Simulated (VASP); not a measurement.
Runs of VASP 6.6.1 on Na2N. The structure is that of space group P6/mmm (No. 191), or close to it. The cells are those of the table. 

```tsv
task	cell	k mesh	cutoff (eV)	gap on the mesh (eV)	pressure (GPa)	relaxed volume (Å³/atom)
single point	a = 4.337, b = 4.337, c = 3.341 Å, angles 90.0, 90.0, 120.0°, 3 atoms	6 × 6 × 4	520	none	0.0	-
relaxation of cell and atoms	relaxed from a = 4.252, b = 4.252, c = 3.979 Å, angles 90.0, 90.0, 120.0°, 3 atoms	6 × 6 × 4	600	none	0.0	(a)
relaxation of cell and atoms	relaxed from a = 4.343, b = 4.343, c = 3.099 Å, angles 90.0, 90.0, 120.0°, 3 atoms	12 × 12 × 14	600	none	0.0	17.14
single point	a = 4.338, b = 4.338, c = 3.161 Å, angles 90.0, 90.0, 120.0°, 3 atoms	12 × 12 × 14	520	none	0.0	-
```

Alike in all rows: level PBE; potentials or basis VASP PAW PBE potentials, release 64 (Na_pv, N); no spin polarisation; smearing gaussian 0.1 eV.

Task: Estimate the missing entries.

Result: (a) 17.90.

Caveats: some runs use coarse meshes.

A gap of «none» marks levels without a gap at the run's occupations.
